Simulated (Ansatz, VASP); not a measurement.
**TiN in VASP and in Ansatz**

```xyz
2
Lattice="0.0000 2.0863 2.0863 2.0863 0.0000 2.0863 2.0863 2.0863 0.0000" Properties=species:S:1:pos:R:3 pbc="T T T"
Ti    0.0000    0.0000    0.0000
N     2.0863    2.0863    2.0863
```

Alike in both runs: functional LDA; k mesh 8 × 8 × 8; occupations gaussian, width 0.1 eV; no spin polarisation.

Ansatz relaxed the structure, and its values are those at the end. VASP's run is a single point on that final structure, the one shown.

```csv
,VASP,Ansatz
version,VASP 6.6.1,Ansatz 0.2.0
potentials or method,"VASP PAW LDA potentials, release 64 (Ti_sv, N), cutoff 520 eV","scalar-relativistic, plane waves, PAW"
valence electrons in the cell,17,17
```

VASP gave:

| Item | Value |
| --- | --- |
| gap on the k mesh at the Fermi level (eV) | none |
| pressure (GPa) | 1.1 |

Problem. Which values does Ansatz return?

Solution. gap on the k mesh at the Fermi level (eV): none; pressure (GPa): 0.0.

Ansatz warns that its potentials were made for another functional, while VASP's fit it. LDA's correlation is that of Perdew and Zunger in VASP and of Perdew and Wang (1992) in Ansatz. A gap of «none» marks a metal or a gap that the smearing closes.
